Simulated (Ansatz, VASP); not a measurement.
One calculation of CrAuS2, two programs

The input INCAR:

```
SYSTEM = CrAuS2
PREC = Accurate ; ENCUT = 520
EDIFF = 1E-6 ; ISMEAR = 0
SIGMA = 0.05 ; LREAL = .False.
LASPH = .True. ; NELM = 150
ALGO = Normal ; ISIF = 2
LWAVE = .False. ; LCHARG = .False.
ISPIN = 2 ; MAGMOM = 0 3 0 0
LORBIT = 11 ; LMAXMIX = 4
LDAU = .True. ; LDAUTYPE = 2
LDAUL = -1 2 -1 ; LDAUU = 0 3 0
LDAUJ = 0 0 0 ; LDAUPRINT = 1
NBANDS = 30
```

Contents of KPOINTS:

```
Automatic mesh
0
Gamma
  6 6 6
  0 0 0
```

The input POSCAR:

```
CrAuS2
1.0
    1.7706211400      1.0222685900      7.1080342100
   -1.7706211400      1.0222685900      7.1080342100
    0.0000000000     -2.0445371800      7.1080342100
Au Cr S
1 1 2
Direct
    0.0000000000      0.0000000000      0.0000000000
    0.5000000000      0.5000000000      0.5000000000
    0.8923184600      0.8923184600      0.8923184600
    0.1076815400      0.1076815400      0.1076815400
```

Input for Ansatz:

```yaml
crystal:
  lattice:
    - [1.77062114, 1.02226859, 7.10803421]
    - [-1.77062114, 1.02226859, 7.10803421]
    - [0.0, -2.04453718, 7.10803421]
  atoms:
    - { symbol: Au, position: [0.0, 0.0, 0.0] }
    - { symbol: Cr, position: [0.5, 0.5, 0.5], spin: 3.0 }
    - { symbol: S, position: [0.89231846, 0.89231846, 0.89231846] }
    - { symbol: S, position: [0.10768154, 0.10768154, 0.10768154] }
basis:
  ecutwfc: 420
  ecutrho_ratio: 4
kpoints:
  mp_grid: { grid: [6, 6, 6] }
hamiltonian:
  xc: lda
  hubbard: { sites: [{ site: 1, l: d, u_eff: 3.0 }] }
scf:
  occupations: { method: gaussian, width: 0.05 }
  lower_state_search: "off"
  max_iter: 150
output:
  forces: true
  stress: true
  eigenvalues: true
  populations: true
  hubbard: { sites: [{ site: 1, l: d }] }
magnetization:
  spin_polarized: true
```

Alike in both runs: task single point; functional LDA; k mesh 6 × 6 × 6; occupations gaussian, width 0.05 eV; collinear spin; Hubbard terms Cr d U = 3.0 eV.

|  | VASP | Ansatz |
| --- | --- | --- |
| version | VASP 6.6.1 | Ansatz 0.2.0 |
| potentials or method | VASP PAW LDA potentials, release 64 (Au, Cr_pv, S), cutoff 520 eV | scalar-relativistic, plane waves, PAW |
| valence electrons in the cell | 35 | 45 |

|  | VASP | Ansatz | Ansatz less VASP |
| --- | --- | --- | --- |
| gap on the k mesh at the Fermi level (eV) | 0.71 | 0.49 | -0.226 |
| least direct gap on the mesh (eV) | 1.66 | 1.52 | -0.142 |
| pressure (GPa) | -4.3 | -4.6 | -0.23 |
| traceless stress, the component that is largest in VASP (GPa) | -1.46 | -2.00 | -0.546 |
| rms of the force components (eV/Å) | 0.026 | 0.011 | -0.0154 |
| net moment per atom (μB) | 0.75 | 0.75 | 0.000 |
| size of the moment on the site where the two differ most (μB) | 3.04 | 2.86 | -0.180 |

LDA's correlation is that of Perdew and Zunger in VASP and of Perdew and Wang (1992) in Ansatz. Site moments also hang on the region over which each program counts them. The programs project onto different local orbitals, so the same U acts differently, and such runs can settle in different states. Atom by atom the forces differ by 0.015 eV/Å (rms over components). VASP's potentials hold 35 valence electrons a cell and Ansatz's 45, so a difference there can come from the potentials and not from the codes.

Neither program's run includes spin-orbit coupling.
